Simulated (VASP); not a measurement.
# Cd (P6_3/mmc) in VASP: notebook

The runs below take Cd through single point, with PBE.

All numbers are computed with VASP 6.6.1; they aren't measurements. Logs are shortened: lines on timing, memory, paths and dates and some standing lists are left out, and cuts for length are marked.

### 1 The cell of the first run

It takes space group P6_3/mmc (No. 194, hexagonal). Conventional cell: a = 2.830 Å, b = 2.830 Å, c = 5.477 Å, α = 90.00°, β = 90.00°, γ = 120.00°. Cd (site symmetry -6m2) has 12 Cd at 2.83 to 3.19 Å within 3.7 Å.

### 2 Single point, PBE (strain -0.050 along x and y, -0.025 along z)

File INCAR:

```
SYSTEM = Cd
PREC = Accurate
ENCUT = 630
EDIFF = 1E-6
ISMEAR = 0
SIGMA = 0.15
LREAL = .FALSE.
LASPH = .TRUE.
NELM = 120
ALGO = Normal
ISIF = 2
LWAVE = .FALSE.
LCHARG = .FALSE.
GGA = PE
NBANDS = 27
GGA_COMPAT = .FALSE.
```

File KPOINTS:

```
Automatic mesh
0
G
  18 18 8
  0 0 0
```

File POSCAR:

```
Cd
1.0
    2.8299288827      0.0000000000      0.0000000000
   -1.4149644413      2.4507903033      0.0000000000
    0.0000000000      0.0000000000      5.4772087500
Cd
2
Direct
    0.3333333333      0.6666666667      0.2500000000
    0.6666666667      0.3333333333      0.7500000000
```

Potentials or basis: VASP PAW PBE potentials, release 64 (Cd_sv_GW).

On the command line:

```sh
> cat potpaw_PBE.64/Cd_sv_GW/POTCAR > POTCAR
> mpirun -np 1 vasp_std > vasp.out
```

OUTCAR:

```text
SYSTEM = Cd
   PREC = Accurate
   ENCUT = 630
   EDIFF = 1E-6
   ISMEAR = 0
   LREAL = .FALSE.
   LASPH = .TRUE.
   NELM = 120
   ISIF = 2
   GGA = PE

 ion  position               nearest neighbor table
   1  0.333  0.667  0.250-
   2  0.667  0.333  0.750-

  LATTYP: Found a hexagonal cell.
 ALAT       =     2.8299288827
 C/A-ratio  =     1.9354580899

  Lattice vectors:

 A1 = (   2.8299288827,   0.0000000000,   0.0000000000)
 A2 = (  -1.4149644413,   2.4507903033,   0.0000000000)
 A3 = (   0.0000000000,   0.0000000000,   5.4772087500)

Analysis of symmetry for initial positions (statically):
=====================================================================
 Subroutine PRICEL returns:
 Original cell was already a primitive cell.

 Routine SETGRP: Setting up the symmetry group for a
 hexagonal supercell.

 Subroutine GETGRP returns: Found 24 space group operations
 (whereof 12 operations were pure point group operations)
 out of a pool of 24 trial point group operations.

The static configuration has the point symmetry D_3d.
 The point group associated with its full space group is D_6h.

Analysis of symmetry for dynamics (positions and initial velocities):
=====================================================================
 Subroutine PRICEL returns:
 Original cell was already a primitive cell.

 Routine SETGRP: Setting up the symmetry group for a
 hexagonal supercell.

 Subroutine GETGRP returns: Found 24 space group operations
 (whereof 12 operations were pure point group operations)
 out of a pool of 24 trial point group operations.

The dynamic configuration has the point symmetry D_3d.
 The point group associated with its full space group is D_6h.

 Subroutine INISYM returns: Found 24 space group operations
 (whereof 12 operations are pure point group operations),
 and found     1 'primitive' translations

----------------------------------------------------------------------------------------

                                     Primitive cell

  volume of cell :      37.9875

  direct lattice vectors                    reciprocal lattice vectors
     2.829928883  0.000000000  0.000000000     0.353365770  0.204015823  0.000000000
    -1.414964441  2.450790303  0.000000000     0.000000000  0.408031645  0.000000000
     0.000000000  0.000000000  5.477208750     0.000000000  0.000000000  0.182574747

  length of vectors
     2.829928883  2.829928883  5.477208750     0.408031645  0.408031645  0.182574747

  position of ions in fractional coordinates (direct lattice)
     0.333333333  0.666666667  0.250000000
[... 77 lines left out ...]
   NELM   =    120;   NELMIN=  2; NELMDL= -5     # of ELM steps
   EDIFF  = 0.1E-05   stopping-criterion for ELM
   LREAL  =      F    real-space projection
   EDIFFG = 0.1E-04   stopping-criterion for IOM
   NSW    =      0    number of steps for IOM
   IBRION =     -1    ionic relax: 0-MD 1-quasi-New 2-CG
   NFREE  =      0    steps in history (QN), initial steepest desc. (CG)
   ISIF   =      2    stress and relaxation
   ISYM   =      2    0-nonsym 1-usesym 2-fastsym
   POTIM  = 0.5000    time-step for ionic-motion
   TEBEG  =    0.0;   TEEND  =   0.0 temperature during run
   PSTRESS=    0.0 pullay stress
   NELECT =      40.0000    total number of electrons
   NUPDOWN=      -1.0000    fix difference up-down
   EMIN   =  10.00;   EMAX   =-10.00  energy-range for DOS
   EFERMI =   0.00;   METHOD = LEGACY
   ISMEAR =     0;   SIGMA  =   0.15  broadening in eV -4-tet -1-fermi 0-gaus
   EFERMI_NEDOS =   21; number of points for ismear=-14 and -15
   IALGO  =     38    algorithm
   IMIX   =      4    mixing-type and parameters
     AMIX     =   0.40;   BMIX     =  1.00
     AMIX_MAG =   1.60;   BMIX_MAG =  1.00
  volume/ion in A,a.u.               =      18.99       128.18
  Fermi-wavevector in a.u.,A,eV,Ry     =   1.665512  3.147362 37.741625  2.773931
  Thomas-Fermi vector in A             =   2.751869
   LORBIT       =      0    0 simple, 1 ext, 2 COOP (PROOUT), +10 PAW based schemes
   GGA     = PE    functional components
   LHFCALC =     F    Hartree Fock is set to
   AEXX    =    0.0000 exact exchange contribution
   IVDW    =     0    specifies the selected vdW correction
   LEPSILON=     F    determine dielectric tensor
   LRPA    =     F    only Hartree local field effects (RPA)
 non-spin polarized calculation
 Gauss-broadening in eV      SIGMA  =   0.15
  energy-cutoff  :      630.00
  volume of cell :       37.99
 maximum number of plane-waves:      1402
 NGX is ok and might be reduce to    24
   NGX = 11   NGY = 11   NGZ = 23

 number of electron      39.9999998 magnetization

 Free energy of the ion-electron system (eV)
  ---------------------------------------------------
  ext. energy  EPLUGINS =         0.00000000
  ---------------------------------------------------
  free energy    TOTEN  =        -1.29591251 eV

  energy without entropy =       -1.29253274  energy(sigma->0) =       -1.29422263

 E-fermi :   8.0537     XC(G=0): -12.0164

 val. band max:        8.0117292468   @ k =   0.3333   0.1111   0.0000
 cond. band min:       8.0923585254   @ k =   0.0556   0.0556   0.2500
 fundamental gap:      0.0806292786
 Fermi energy:         8.0536862261

 k-point     1 :       0.0000    0.0000    0.0000
  band No.  band energies     occupation
      1     -95.4359      2.00000
      2     -95.4339      2.00000
      3     -56.4844      2.00000
      4     -56.4535      2.00000
      5     -56.4275      2.00000
      6     -56.4275      2.00000
[... 709 lines left out ...]
     26      20.0433      0.00000
     27      20.2230      0.00000

 [... further k-points ...]

------------------------ aborting loop because EDIFF is reached ----------------------------------------

  FORCE on cell =-STRESS in cart. coord.  units (eV):
  Direction    XX          YY          ZZ          XY          YZ          ZX
  --------------------------------------------------------------------------------------
  -------------------------------------------------------------------------------------
  Total        4.0802972      4.0802972      2.2997060      0.0000000     -0.0000000      0.0000000
  in kB      172.0922878    172.0922878     96.9933436      0.0000000     -0.0000000      0.0000000
  external PRESSURE =     147.0593064 kB  Pullay stress =       0.0000000 kB

 VOLUME and BASIS-vectors are now :
 -----------------------------------------------------------------------------
  energy-cutoff  :      630.00
  volume of cell :       37.99
      direct lattice vectors                 reciprocal lattice vectors
     2.829928883  0.000000000  0.000000000     0.353365770  0.204015823  0.000000000
    -1.414964441  2.450790303  0.000000000     0.000000000  0.408031645  0.000000000
     0.000000000  0.000000000  5.477208750     0.000000000  0.000000000  0.182574747

 POSITION                                       TOTAL-FORCE (eV/Angst)
 -----------------------------------------------------------------------------------
     -0.00000      1.63386      1.36930         0.000000      0.000000      0.000000
      1.41496      0.81693      4.10791        -0.000000     -0.000000     -0.000000
 -----------------------------------------------------------------------------------
    total drift:                               -0.000000      0.000000      0.000000

  FREE ENERGIE OF THE ION-ELECTRON SYSTEM (eV)
  ---------------------------------------------------
  free  energy   TOTEN  =        -1.2959125109 eV

  energy  without entropy=       -1.2925327430  energy(sigma->0) =       -1.29422263
```

OSZICAR:

```text
N       E                     dE             d eps       ncg     rms          rms(c)
DAV:   1     0.114479658923E+04    0.11448E+04   -0.27518E+04 10166   0.263E+03
DAV:   2     0.115797676270E+03   -0.10290E+04   -0.97529E+03  9990   0.941E+02
DAV:   3     0.412608710880E+01   -0.11167E+03   -0.10983E+03 14974   0.398E+02
DAV:   4    -0.105968231742E+01   -0.51858E+01   -0.51763E+01 14726   0.109E+02
DAV:   5    -0.143371262509E+01   -0.37403E+00   -0.37402E+00 15351   0.242E+01    0.446E+01
DAV:   6    -0.130112820740E+01    0.13258E+00   -0.44639E-01 15387   0.156E+01    0.263E+01
DAV:   7    -0.129614865847E+01    0.49795E-02   -0.60081E-02 15102   0.321E+00    0.137E+00
DAV:   8    -0.129587584331E+01    0.27282E-03   -0.49860E-03 16075   0.172E+00    0.143E-01
DAV:   9    -0.129591127260E+01   -0.35429E-04   -0.20487E-04 15735   0.177E-01    0.468E-02
DAV:  10    -0.129591144731E+01   -0.17472E-06   -0.13492E-05 16037   0.858E-02    0.538E-03
DAV:  11    -0.129591261166E+01   -0.11643E-05   -0.83026E-07  7060   0.242E-02    0.524E-03
DAV:  12    -0.129591251090E+01    0.10076E-06   -0.21519E-07  6700   0.102E-02
   1 F= -.12959125E+01 E0= -.12942226E+01  d E =-.337977E-02
```

stdout:

```text
POSCAR found type information on POSCAR Cd
 POSCAR found :  1 types and       2 ions
 scaLAPACK will be used
 LDA part: xc-table for (Slater+PW92), standard interpolation
 POSCAR, INCAR and KPOINTS ok, starting setup
 FFT: planning ... GRIDC
 FFT: planning ... GRID_SOFT
 FFT: planning ... GRID
 WAVECAR not read
 entering main loop
```

It took 3.8 min on 1 thread of AMD EPYC 7R43 (Zen 3), shared host; peak memory 0.33 GiB.

What came out:

| Property | Result |
| --- | --- |
| Free energy | -1.2959 eV |
| Pressure | 14.7 GPa |
| Band gap on the k mesh | zero (bands 20 and 21 overlap by 5.02 eV) |

Stress tensor (GPa, compression positive):
```
17.21  0.00  0.00
 0.00 17.21  0.00
 0.00  0.00  9.70
```

Levels at points of the mesh, in eV from the Fermi level:
```
           k point  band 16  band 17  band 18  band 19  band 20  band 21  band 22  band 23  band 24  band 25
(0.00, 0.00, 0.00)    -8.97    -8.97    -8.68    -8.68    -3.82    -3.26    10.24    14.18    15.41    15.51
(0.50, 0.00, 0.00)    -8.74    -8.30    -8.28    -2.68    -1.80     2.10     3.05     3.80     5.52     9.09
(0.00, 0.00, 0.50)    -8.81    -8.81    -8.81    -8.18    -8.18     3.58     3.58    14.47    14.47    17.23
(0.50, 0.00, 0.50)    -8.72    -8.29    -8.29    -1.93    -1.93     0.50     0.50     8.22     8.22    10.87
```

Caveat: the cell differs from its parent crystal (strain -0.050 along x and y, -0.025 along z); the stress differs along the axes, from 10 to 17 GPa.

### 3 Single point, PBE (strain -0.025 along x and y, -0.050 along z)

File INCAR:

```
SYSTEM = Cd
PREC = Accurate
ENCUT = 500
EDIFF = 1E-6
ISMEAR = 0
SIGMA = 0.15
LREAL = .FALSE.
LASPH = .TRUE.
NELM = 120
ALGO = Normal
ISIF = 2
LWAVE = .FALSE.
LCHARG = .TRUE.
GGA = PE
LELF = .TRUE.
LVHAR = .TRUE.
NBANDS = 19
GGA_COMPAT = .FALSE.
```

KPOINTS is that of step 2.

File POSCAR:

```
Cd
1.0
    2.9044006954      0.0000000000      0.0000000000
   -1.4522003477      2.5152847850      0.0000000000
    0.0000000000      0.0000000000      5.3367675000
Cd
2
Direct
    0.3333333333      0.6666666667      0.2500000000
    0.6666666667      0.3333333333      0.7500000000
```

Potentials or basis: VASP PAW PBE potentials, release 64 (Cd).

On the command line:

```sh
> cat potpaw_PBE.64/Cd/POTCAR > POTCAR
> mpirun -np 1 vasp_std > vasp.out
```

Wall time 69 s (1 thread of Intel Xeon Platinum 8488C (Sapphire Rapids), shared host); peak memory 0.23 GiB.

Results (log left out):

```
Free energy            : -1.3002 eV
Pressure               : 11.2 GPa
Band gap on the k mesh : zero (bands 12 and 13 overlap by 4.14 eV)
```

Stress tensor (GPa, compression positive):
```
12.02  0.00  0.00
 0.00 12.02  0.00
 0.00  0.00  9.53
```

Levels at points of the mesh, in eV from the Fermi level:
```
           k point  band 10  band 11  band 12  band 13  band 14  band 15
(0.00, 0.00, 0.00)    -8.78    -8.78    -3.62    -2.83    11.71    14.46
(0.50, 0.00, 0.00)    -8.47    -2.90    -2.18     2.16     2.95     3.71
(0.00, 0.00, 0.50)    -8.93    -8.11    -8.11     4.29     4.29    14.81
(0.50, 0.00, 0.50)    -8.49    -2.06    -2.06     0.08     0.08     8.73
```

Caveat: the cell differs from its parent crystal (strain -0.025 along x and y, -0.050 along z); the cell stands under pressure.

### 4 Single point, PBE (strain -0.050 along x and y, +0.025 along z)

File INCAR:

```
PREC = Accurate
ENCUT = 500
EDIFF = 1E-6
ISMEAR = 0
SIGMA = 0.15
LREAL = False
LASPH = True
NELM = 120
ALGO = Normal
ISIF = 2
LWAVE = False
LCHARG = False
GGA = PE
NBANDS = 19
GGA_COMPAT = False
```

File KPOINTS:

```
Automatic mesh
0
Gamma
  18 18 8
```

File POSCAR:

```
Cd
1.0
    2.8299288827      0.0000000000      0.0000000000
   -1.4149644413      2.4507903033      0.0000000000
    0.0000000000      0.0000000000      5.7580912500
Cd
2
Direct
    0.3333333333      0.6666666667      0.2500000000
    0.6666666667      0.3333333333      0.7500000000
```

On the command line:

```sh
> cat potpaw_PBE.64/Cd/POTCAR > POTCAR
> mpirun -np 1 vasp_std > vasp.out
```

It took 85 s on 1 thread of Intel Xeon Platinum 8488C (Sapphire Rapids), shared host; peak memory 0.24 GiB.

Results (log left out):

```
Free energy            : -1.2663 eV
Pressure               : 11.9 GPa
Band gap on the k mesh : zero (bands 12 and 13 overlap by 5.41 eV)
```

Stress tensor (GPa, compression positive):
```
15.43  0.00  0.00
 0.00 15.43  0.00
 0.00  0.00  4.87
```

Levels at points of the mesh, in eV from the Fermi level:
| k point | band 10 | band 11 | band 12 | band 13 | band 14 | band 15 |
| --- | --- | --- | --- | --- | --- | --- |
| (0.00, 0.00, 0.00) | -8.48 | -8.48 | -3.68 | -3.56 | 9.15 | 13.94 |
| (0.50, 0.00, 0.00) | -8.05 | -2.23 | -1.41 | 1.98 | 3.23 | 3.53 |
| (0.00, 0.00, 0.50) | -8.57 | -7.79 | -7.79 | 2.83 | 2.83 | 15.94 |
| (0.50, 0.00, 0.50) | -8.06 | -1.55 | -1.55 | 0.72 | 0.72 | 7.83 |

Caveat: the cell differs from its parent crystal (strain -0.050 along x and y, +0.025 along z); the stress differs along the axes, from 5 to 15 GPa.

### 5 Single point, PBE (strain -0.025 along x and y, -0.025 along z)

File INCAR:

```
PREC = Accurate ; ENCUT = 500
EDIFF = 1E-6 ; ISMEAR = 0
SIGMA = 0.15 ; LREAL = F
LASPH = T ; NELM = 120
ALGO = Normal ; ISIF = 2
LWAVE = F ; LCHARG = T
GGA = PE ; LELF = T
LVHAR = T ; NBANDS = 19
GGA_COMPAT = F
```

File KPOINTS:

```
regular mesh
0
Gamma
  18 18 8
```

File POSCAR:

```
Cd
1.0
    2.9044006954      0.0000000000      0.0000000000
   -1.4522003477      2.5152847850      0.0000000000
    0.0000000000      0.0000000000      5.4772087500
Cd
2
Direct
    0.3333333333      0.6666666667      0.2500000000
    0.6666666667      0.3333333333      0.7500000000
```

On the command line:

```sh
> cat potpaw_PBE.64/Cd/POTCAR > POTCAR
> mpirun -np 1 vasp_std > vasp.out
```

Wall time 70 s (1 thread of Intel Xeon Platinum 8488C (Sapphire Rapids), shared host); peak memory 0.23 GiB.

It converged, with:

```yaml
Free_energy: -1.3536 eV
Pressure: 9.2 GPa
Band_gap_on_the_k_mesh: zero (bands 12 and 13 overlap by 4.60 eV)
```

Stress tensor (GPa, compression positive):
```
10.11  0.00  0.00
 0.00 10.11  0.00
 0.00  0.00  7.27
```

Levels at points of the mesh, in eV from the Fermi level:
```
           k point  band 10  band 11  band 12  band 13  band 14  band 15
(0.00, 0.00, 0.00)    -8.71    -8.71    -3.55    -3.11    10.87    14.64
(0.50, 0.00, 0.00)    -8.38    -2.70    -2.00     2.01     2.96     3.49
(0.00, 0.00, 0.50)    -8.84    -7.95    -7.95     3.80     3.80    14.98
(0.50, 0.00, 0.50)    -8.40    -1.90    -1.90     0.15     0.15     8.34
```

Caveat: the cell differs from its parent crystal (strain -0.025 along x and y, -0.025 along z); the cell stands under pressure.

### 6 Single point, PBE (strain -0.050 along x and y, +0.050 along z)

File INCAR:

```
SYSTEM = Cd
ALGO     = Normal         ! electronic algorithm
EDIFF    = 1E-6           ! SCF threshold, eV
ENCUT    = 500            ! plane-wave cutoff, eV
GGA      = PE             ! functional
GGA_COMPAT= .False.      
ISIF     = 2              ! what is computed and relaxed
ISMEAR   = 0              ! smearing method
LASPH    = .True.         ! aspherical terms in the spheres
LCHARG   = .True.         ! write CHGCAR
LELF     = .True.         ! ELF
LREAL    = .False.        ! projectors in reciprocal space
LVHAR    = .True.       
LWAVE    = .False.        ! write WAVECAR
NBANDS   = 19             ! bands
NELM     = 120            ! most SCF steps
PREC     = Accurate       ! precision mode
SIGMA    = 0.15           ! smearing width, eV
```

File KPOINTS:

```
k-points
0
Gamma
  18 18 8
  0 0 0
```

File POSCAR:

```
Cd
1.0
    2.8299288827      0.0000000000      0.0000000000
   -1.4149644413      2.4507903033      0.0000000000
    0.0000000000      0.0000000000      5.8985325000
Cd
2
Direct
    0.3333333333      0.6666666667      0.2500000000
    0.6666666667      0.3333333333      0.7500000000
```

Potentials or basis: VASP PAW PBE potentials, release 64 (Cd).

On the command line:

```sh
> cat potpaw_PBE.64/Cd/POTCAR > POTCAR
> mpirun -np 1 vasp_std > vasp.out
```

Run time: 90 s. Hardware: 1 thread of Intel Xeon Platinum 8488C (Sapphire Rapids), shared host; peak memory 0.25 GiB.

Results (log left out):

```yaml
Free_energy: -1.2904 eV
Pressure: 10.5 GPa
Band_gap_on_the_k_mesh: zero (bands 12 and 13 overlap by 5.24 eV)
```

Stress tensor (GPa, compression positive):
```
14.15  0.00  0.00
 0.00 14.15  0.00
 0.00  0.00  3.15
```

Levels at points of the mesh, in eV from the Fermi level:
| k point | band 8 | band 9 | band 10 | band 11 | band 12 | band 13 | band 14 | band 15 | band 16 | band 17 |
| --- | --- | --- | --- | --- | --- | --- | --- | --- | --- | --- |
| (0.00, 0.00, 0.00) | -8.62 | -8.62 | -8.45 | -8.45 | -3.94 | -3.49 | 8.44 | 13.16 | 15.74 | 16.82 |
| (0.50, 0.00, 0.00) | -8.50 | -8.02 | -8.01 | -2.09 | -1.31 | 1.85 | 3.25 | 3.34 | 5.39 | 10.02 |
| (0.00, 0.00, 0.50) | -8.53 | -8.53 | -8.53 | -7.68 | -7.68 | 2.43 | 2.43 | 16.04 | 16.04 | 18.23 |
| (0.50, 0.00, 0.50) | -8.53 | -8.02 | -8.02 | -1.45 | -1.45 | 0.76 | 0.76 | 7.52 | 7.52 | 11.45 |

Caveat: the cell differs from its parent crystal (strain -0.050 along x and y, +0.050 along z); the stress differs along the axes, from 3 to 14 GPa.

### 7 Overview

```tsv
potentials or basis	cell	cutoff (eV)	gap on the mesh (eV)	pressure (GPa)
VASP PAW PBE potentials, release 64 (Cd_sv_GW)	a = 2.830, b = 2.830, c = 5.477 Å, angles 90.0, 90.0, 120.0°, 2 atoms	630	none	14.7
VASP PAW PBE potentials, release 64 (Cd)	a = 2.904, b = 2.904, c = 5.337 Å, angles 90.0, 90.0, 120.0°, 2 atoms	500	none	11.2
VASP PAW PBE potentials, release 64 (Cd)	a = 2.830, b = 2.830, c = 5.758 Å, angles 90.0, 90.0, 120.0°, 2 atoms	500	none	11.9
VASP PAW PBE potentials, release 64 (Cd)	a = 2.904, b = 2.904, c = 5.477 Å, angles 90.0, 90.0, 120.0°, 2 atoms	500	none	9.2
VASP PAW PBE potentials, release 64 (Cd)	a = 2.830, b = 2.830, c = 5.899 Å, angles 90.0, 90.0, 120.0°, 2 atoms	500	none	10.5
```

Alike in all rows: task single point; level PBE; no spin polarisation; k mesh 18 × 18 × 8; smearing gaussian 0.15 eV.

Caveats: the cell stands under pressure (at least some runs); the stress differs along the axes, from 10 to 17 GPa (at least some runs); the stress differs along the axes, from 5 to 15 GPa (at least some runs); the stress differs along the axes, from 3 to 14 GPa (at least some runs).

Total energies depend on the potentials used, so only differences within one code and one set of settings carry meaning.

The gap in the log of VASP goes by the Fermi energy; the results here count the filled bands.